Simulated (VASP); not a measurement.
# H (P1) in VASP: notebook

H is run at these levels: PBE; tasks: single point.

Everything below comes from runs of VASP 6.6.1. Logs are shortened: lines on timing, memory, paths and dates and some standing lists are left out, and cuts for length are marked.

### 1 The cell of the first run

The typed cell holds 16 atoms: a = 6.312 Å, b = 6.312 Å, c = 6.312 Å, α = 98.58°, β = 115.18°, γ = 115.18°.

### 2 Single point, PBE

Input file INCAR:

```
  ALGO = Normal
  EDIFF = 1E-6
  ENCUT = 520
  GGA = PE
  ISIF = 2
  ISMEAR = -1
  LASPH = True
  LCHARG = False
  LREAL = Auto
  LWAVE = False
  NBANDS = 22
  NELM = 80
  PREC = Accurate
  SIGMA = 0.02
```

Input file KPOINTS:

```
Automatic mesh
0
Gamma
  2 2 2
  0.5 0.5 0.5
```

Input file POSCAR:

```
H
1.0
   -3.3830689400      3.3830689400     -4.1169479800
   -3.3830689400     -3.3830689400      4.1169479800
    3.3830689400      3.3830689400      4.1169479800
H
16
Direct
    0.4721007843      0.9727998210      0.4413476005
    0.5266290849      0.4318988218      0.4816564540
    0.0487492283      0.9488854740      0.4854450216
   -0.0158867587      0.4715415836      0.4654488908
    0.5290229173      0.9808012166      0.9756227824
    0.4598957419      0.4437386329      0.9160059820
   -0.0157172381      0.9630422627      0.9184908502
   -0.0302026065      0.4675042781      0.9290835506
    0.4560208578      0.5039142842      0.0258400775
    0.4553735166      0.0194667569      0.0219015285
    0.0192241131      0.5783992436      0.0436435138
   -0.0147978066      0.0404381788      0.0223022788
    0.5248011588      0.5143972567      0.5854731066
    0.5737614380      0.0798264749      0.5754866372
    0.0201781286      0.5721559800      0.5795093625
   -0.0091527842      0.0111900415      0.5327423750
```

Potentials or basis: VASP PAW PBE potentials, release 64 (H).

Run with:

```bash
> cat potpaw_PBE.64/H/POTCAR > POTCAR
> mpirun -np 1 vasp_std > vasp.out
```

OUTCAR:

```text
EDIFF = 1E-6
   ENCUT = 520
   GGA = PE
   ISIF = 2
   ISMEAR = -1
   LASPH = True
   LREAL = Auto
   NELM = 80
   PREC = Accurate

 ion  position               nearest neighbor table
   1  0.472  0.973  0.441-  14 0.76
   2  0.527  0.432  0.482-  13 0.78
   3  0.049  0.949  0.485-  16 0.75
   4  0.984  0.472  0.465-  15 0.76
   5  0.529  0.981  0.976-  10 0.74
   6  0.460  0.444  0.916-   9 0.75
[... 8 lines left out ...]
  15  0.020  0.572  0.580-   4 0.76
  16  0.991  0.011  0.533-   3 0.75

  LATTYP: Found a body centered tetragonal cell.
 ALAT       =     6.7661378800
 C/A-ratio  =     1.2169270130

  Lattice vectors:

 A1 = (   3.3830689400,   3.3830689400,  -4.1169479800)
 A2 = (  -3.3830689400,  -3.3830689400,  -4.1169479800)
 A3 = (  -3.3830689400,   3.3830689400,   4.1169479800)

Analysis of symmetry for initial positions (statically):
=====================================================================
 Subroutine PRICEL returns:
 Original cell was already a primitive cell.

 Routine SETGRP: Setting up the symmetry group for a
 body centered tetragonal supercell.

 Subroutine GETGRP returns: Found  1 space group operations
 (whereof  1 operations were pure point group operations)
 out of a pool of 16 trial point group operations.

The static configuration has the point symmetry C_1 .

Analysis of symmetry for dynamics (positions and initial velocities):
=====================================================================
 Subroutine PRICEL returns:
 Original cell was already a primitive cell.

 Routine SETGRP: Setting up the symmetry group for a
 body centered tetragonal supercell.

 Subroutine GETGRP returns: Found  1 space group operations
 (whereof  1 operations were pure point group operations)
 out of a pool of 16 trial point group operations.

The dynamic configuration has the point symmetry C_1 .

 Subroutine INISYM returns: Found  1 space group operations
 (whereof  1 operations are pure point group operations),
 and found     1 'primitive' translations

----------------------------------------------------------------------------------------

                                     Primitive cell

  volume of cell :     188.4764

  direct lattice vectors                    reciprocal lattice vectors
    -3.383068940  3.383068940 -4.116947980    -0.147794801  0.147794801  0.000000000
    -3.383068940 -3.383068940  4.116947980    -0.147794801  0.000000000  0.121449191
     3.383068940  3.383068940  4.116947980     0.000000000  0.147794801  0.121449191

  length of vectors
     6.311859597  6.311859597  6.311859597     0.209013412  0.191293515  0.191293515

  position of ions in fractional coordinates (direct lattice)
     0.472100784  0.972799821  0.441347601
     0.526629085  0.431898822  0.481656454
     0.048749228  0.948885474  0.485445022
     0.984113241  0.471541584  0.465448891
     0.529022917  0.980801217  0.975622782
     0.459895742  0.443738633  0.916005982
[... 8 lines left out ...]
     0.020178129  0.572155980  0.579509362
     0.990847216  0.011190042  0.532742375

  ion indices of the primitive-cell ions
   primitive index   ion index
                 1           1
                 2           2
                 3           3
                 4           4
                 5           5
                 6           6
[... 8 lines left out ...]
                15          15
                16          16

----------------------------------------------------------------------------------------

 KPOINTS: Automatic mesh

Automatic generation of k-mesh.
 Grid dimensions read from file:
 generate k-points for:    2    2    2

 Generating k-lattice:

  Cartesian coordinates                     Fractional coordinates (reciprocal lattice)
    -0.073897400  0.073897400  0.000000000     0.500000000  0.000000000  0.000000000
    -0.073897400  0.000000000  0.060724595     0.000000000  0.500000000  0.000000000
     0.000000000  0.073897400  0.060724595     0.000000000  0.000000000  0.500000000

  Length of vectors
     0.104506706  0.095646758  0.095646758

  Shift w.r.t. Gamma in fractional coordinates (k-lattice)
     0.500000000  0.500000000  0.500000000

 Subroutine IBZKPT returns following result:
 ===========================================

 Found      4 irreducible k-points:

 Following reciprocal coordinates:
            Coordinates               Weight
  0.250000  0.250000  0.250000      2.000000
 -0.250000  0.250000  0.250000      2.000000
  0.250000 -0.250000  0.250000      2.000000
 -0.250000 -0.250000  0.250000      2.000000
   k-points           NKPTS =      4   k-points in BZ     NKDIM =      4   number of bands    NBANDS=     22
   number of dos      NEDOS =    301   number of ions     NIONS =     16
   total plane-waves  NPLWV = 110592
   dimension x,y,z NGX =    48 NGY =   48 NGZ =   48
   dimension x,y,z NGXF=    96 NGYF=   96 NGZF=   96
   ions per type =              16
   NGX,Y,Z   is equivalent  to a cutoff of  12.64, 12.64, 12.64 a.u.
   NGXF,Y,Z  is equivalent  to a cutoff of  25.29, 25.29, 25.29 a.u.
 SYSTEM =  unknown system
   PREC   = accura    normal or accurate (medium, high low for compatibility)
   ISTART =      0    job   : 0-new  1-cont  2-samecut
   ICHARG =      2    charge: 1-file 2-atom 10-const
   ISPIN  =      1    spin polarized calculation?
   LNONCOLLINEAR =      F non collinear calculations
   LSORBIT =      F    spin-orbit coupling
   LASPH  =      T    aspherical Exc in radial PAW
   ENCUT  =  520.0 eV  38.22 Ry    6.18 a.u.  11.74 11.74 11.74*2*pi/ulx,y,z
   NELM   =     80;   NELMIN=  2; NELMDL= -5     # of ELM steps
   EDIFF  = 0.1E-05   stopping-criterion for ELM
   LREAL  =      T    real-space projection
   EDIFFG = 0.1E-04   stopping-criterion for IOM
   NSW    =      0    number of steps for IOM
   IBRION =     -1    ionic relax: 0-MD 1-quasi-New 2-CG
   NFREE  =      0    steps in history (QN), initial steepest desc. (CG)
   ISIF   =      2    stress and relaxation
   ISYM   =      2    0-nonsym 1-usesym 2-fastsym
   POTIM  = 0.5000    time-step for ionic-motion
   TEBEG  =    0.0;   TEEND  =   0.0 temperature during run
   PSTRESS=    0.0 pullay stress
   NELECT =      16.0000    total number of electrons
   NUPDOWN=      -1.0000    fix difference up-down
   EMIN   =  10.00;   EMAX   =-10.00  energy-range for DOS
   EFERMI =   0.00;   METHOD = LEGACY
   ISMEAR =    -1;   SIGMA  =   0.02  broadening in eV -4-tet -1-fermi 0-gaus
   EFERMI_NEDOS =   21; number of points for ismear=-14 and -15
   IALGO  =     38    algorithm
   IMIX   =      4    mixing-type and parameters
     AMIX     =   0.40;   BMIX     =  1.00
     AMIX_MAG =   1.60;   BMIX_MAG =  1.00
  volume/ion in A,a.u.               =      11.78        79.49
  Fermi-wavevector in a.u.,A,eV,Ry     =   0.719497  1.359653  7.043413  0.517676
  Thomas-Fermi vector in A             =   1.808708
   LORBIT       =      0    0 simple, 1 ext, 2 COOP (PROOUT), +10 PAW based schemes
   GGA     = PE    functional components
   LHFCALC =     F    Hartree Fock is set to
   AEXX    =    0.0000 exact exchange contribution
   IVDW    =     0    specifies the selected vdW correction
   LEPSILON=     F    determine dielectric tensor
   LRPA    =     F    only Hartree local field effects (RPA)
 non-spin polarized calculation
  energy-cutoff  :      520.00
  volume of cell :      188.48
 maximum number of plane-waves:      5081
 NGX is ok and might be reduce to    48
   NGX = 23   NGY = 23   NGZ = 23

 number of electron      16.0000000 magnetization

 Free energy of the ion-electron system (eV)
  ---------------------------------------------------
  ext. energy  EPLUGINS =         0.00000000
  ---------------------------------------------------
  free energy    TOTEN  =       -54.18702922 eV

  energy without entropy =      -54.18702922  energy(sigma->0) =      -54.18702922

 E-fermi :  -7.6974     XC(G=0):  -5.3526

 val. band max:       -8.2019161524   @ k =   0.2500  -0.2500   0.2500
 cond. band min:       1.0549816336   @ k =  -0.2500  -0.2500   0.2500
 fundamental gap:      9.2568977860
 Fermi energy:        -7.6974309823

 k-point     1 :       0.2500    0.2500    0.2500
  band No.  band energies     occupation
      1      -9.6947      2.00000
      2      -9.5970      2.00000
      3      -9.3443      2.00000
      4      -9.2568      2.00000
      5      -8.5807      2.00000
      6      -8.5151      2.00000
[... 12 lines left out ...]
     19       4.7401      0.00000
     20       4.8685      0.00000

 k-point     2 :      -0.2500    0.2500    0.2500
  band No.  band energies     occupation
      1     -10.2272      2.00000
      2      -9.1136      2.00000
      3      -9.0223      2.00000
      4      -8.9873      2.00000
      5      -8.8434      2.00000
      6      -8.5942      2.00000
[... 12 lines left out ...]
     19       6.1471      0.00000
     20       6.5938      0.00000

 k-point     3 :       0.2500   -0.2500    0.2500
  band No.  band energies     occupation
      1     -10.1273      2.00000
      2      -9.1889      2.00000
      3      -9.1051      2.00000
      4      -8.9214      2.00000
      5      -8.8751      2.00000
      6      -8.6852      2.00000
[... 12 lines left out ...]
     19       5.4482      0.00000
     20       5.9151      0.00000

 k-point     4 :      -0.2500   -0.2500    0.2500
  band No.  band energies     occupation
      1     -10.1017      2.00000
      2      -9.2961      2.00000
      3      -9.1251      2.00000
      4      -8.9420      2.00000
      5      -8.7542      2.00000
      6      -8.6926      2.00000
[... 12 lines left out ...]
     19       5.5390      0.00000
     20       5.9554      0.00000
 [bands above 20 left out]

------------------------ aborting loop because EDIFF is reached ----------------------------------------

  FORCE on cell =-STRESS in cart. coord.  units (eV):
  Direction    XX          YY          ZZ          XY          YZ          ZX
  --------------------------------------------------------------------------------------
  -------------------------------------------------------------------------------------
  Total        0.2826054      0.1944416     -1.1064144      0.0917995     -0.4895306      0.0812749
  in kB        2.4023375      1.6528852     -9.4052717      0.7803581     -4.1613414      0.6908915
  external PRESSURE =      -1.7833497 kB  Pullay stress =       0.0000000 kB

 VOLUME and BASIS-vectors are now :
 -----------------------------------------------------------------------------
  energy-cutoff  :      520.00
  volume of cell :      188.48
      direct lattice vectors                 reciprocal lattice vectors
    -3.383068940  3.383068940 -4.116947980    -0.147794801  0.147794801  0.000000000
    -3.383068940 -3.383068940  4.116947980    -0.147794801  0.000000000  0.121449191
     3.383068940  3.383068940  4.116947980     0.000000000  0.147794801  0.121449191

 POSITION                                       TOTAL-FORCE (eV/Angst)
 -----------------------------------------------------------------------------------
     -3.39509     -0.20079      3.87836        -0.147701      0.293725      0.324379
     -1.61329      1.94996      1.59296         0.091944      0.051882      1.010325
     -1.73277     -1.40293      5.70437        -0.021677      0.012797     -0.081268
     -3.34993      3.30871     -0.19400        -0.026139      0.065401      0.252243
     -1.80724      1.77220      5.87654        -0.077594      0.081675     -0.210799
      0.04185      3.15357      3.70463         0.049606      0.052216      0.174948
[... 8 lines left out ...]
     -0.04339      0.09314      4.65827         0.020753     -0.057825     -0.319971
     -1.58766      5.11655     -1.83992         0.009947     -0.063973      0.088025
 -----------------------------------------------------------------------------------
    total drift:                               -0.000188      0.000069      0.000070

  FREE ENERGIE OF THE ION-ELECTRON SYSTEM (eV)
  ---------------------------------------------------
  free  energy   TOTEN  =       -54.1870292167 eV

  energy  without entropy=      -54.1870292167  energy(sigma->0) =      -54.18702922
```

It took 51 s on 1 thread of Intel Xeon 8259CL, shared host; peak memory 0.28 GiB.

What came out:

```
Free energy            : -54.1870 eV
Pressure               : -0.2 GPa
Largest force          : 1.016 eV/Å
Band gap on the k mesh : 9.26 eV (least direct gap 9.29 eV)
```

Forces in eV/Å, atoms in the order of the input:
```
H   -0.148  0.294  0.324
H    0.092  0.052  1.010
H   -0.022  0.013 -0.081
H   -0.026  0.065  0.252
H   -0.078  0.082 -0.211
H    0.050  0.052  0.175
H    0.019  0.007  0.122
H   -0.098  0.136  0.422
H   -0.055 -0.026 -0.147
H    0.064 -0.065  0.212
H    0.114 -0.090 -0.399
H   -0.013  0.007 -0.093
H   -0.113 -0.133 -0.981
H    0.182 -0.272 -0.373
H    0.021 -0.058 -0.320
H    0.010 -0.064  0.088
```

Levels at points of the mesh, in eV from the valence-band top:
```tsv
k point	band 5	band 6	band 7	band 8	band 9	band 10	band 11	band 12
(0.25, 0.25, 0.25)	-0.38	-0.31	-0.23	-0.12	9.76	10.06	10.14	10.46
```

Caveat: the k points lie up to 0.60 Å⁻¹ apart; the atoms stand as in a frame of molecular dynamics; a shifted mesh leaves out Γ, where band edges can lie; forces of over 1 eV/Å act on the atoms, so gaps and moduli don't describe the material at rest. A k mesh can miss the band edges.

### 3 Single point, PBE

Input file INCAR:

```
ALGO = Normal
EDIFF = 1E-7
ENCUT = 520
GGA = PE
ISIF = 2
ISMEAR = -1
LASPH = True
LCHARG = False
LREAL = Auto
LWAVE = False
NBANDS = 22
NELM = 100
PREC = Accurate
SIGMA = 0.02
```

KPOINTS is that of step 2.

Input file POSCAR:

```
H
1.0
   -3.3830689400      3.3830689400     -4.1169479800
   -3.3830689400     -3.3830689400      4.1169479800
    3.3830689400      3.3830689400      4.1169479800
H
16
Direct
    0.4704160714      1.0096484638      0.4595851831
    0.5475090910      0.4192388002      0.5111650972
    0.0914778875      0.9499532986      0.5174829512
   -0.0309171944      0.4864644172      0.4758143238
    0.5547080279      1.0101790638      1.0042275149
    0.4214682069      0.4366619690      0.8883051448
   -0.0337567759      0.9744139616      0.8861043512
   -0.0493132132      0.4901050471      0.9187820932
    0.4167881368      0.4647647637      0.0058681146
    0.4208523460     -0.0063904366     -0.0051819186
    0.0341200555      0.6024532996      0.0410640599
   -0.0257353609      0.0362915335      0.0036180935
    0.5420338848      0.4834175064      0.6105077336
    0.6190447304      0.0791434169      0.5701443481
    0.0419774183      0.5892829719      0.6036540949
   -0.0206733889     -0.0256278643      0.5088585834
```

Potentials or basis: VASP PAW PBE potentials, release 64 (H).

Run with:

```bash
> cat potpaw_PBE.64/H/POTCAR > POTCAR
> mpirun -np 1 vasp_std > vasp.out
```

Run time: 58 s. Hardware: 1 thread of Intel Xeon 8259CL, shared host; peak memory 0.29 GiB.

Results (log left out):

- Free energy: -54.0787 eV
- Pressure: 0.4 GPa
- Largest force: 1.254 eV/Å
- Band gap on the k mesh: 9.04 eV (least direct gap 9.13 eV)

Forces in eV/Å, atoms in the order of the input:
```
H    0.019  0.037 -0.054
H   -0.258 -0.253 -1.161
H    0.207 -0.446  0.451
H    0.021 -0.026 -0.117
H    0.590 -0.520  0.541
H    0.063  0.075  0.134
H    0.051  0.059  0.195
H    0.099 -0.069 -0.208
H   -0.074 -0.036 -0.080
H   -0.616  0.550 -0.536
H   -0.071  0.171  0.254
H   -0.035 -0.033 -0.151
H    0.208  0.078  1.234
H    0.048  0.019 -0.054
H   -0.007  0.051 -0.017
H   -0.247  0.343 -0.433
```

Stress tensor (GPa, compression positive):
```
 0.17  0.39 -0.39
 0.39  0.14  0.40
-0.39  0.40  0.83
```

Levels at points of the mesh, in eV from the valence-band top:
| k point | band 4 | band 5 | band 6 | band 7 | band 8 | band 9 | band 10 | band 11 | band 12 | band 13 |
| --- | --- | --- | --- | --- | --- | --- | --- | --- | --- | --- |
| (0.25, 0.25, 0.25) | -1.00 | -0.40 | -0.30 | -0.23 | -0.11 | 9.73 | 9.79 | 10.12 | 10.60 | 10.68 |

Caveat: the k points lie up to 0.60 Å⁻¹ apart; the atoms stand as in a frame of molecular dynamics; a shifted mesh leaves out Γ, where band edges can lie; forces of over 1 eV/Å act on the atoms, so gaps and moduli don't describe the material at rest. A k mesh can miss the band edges.
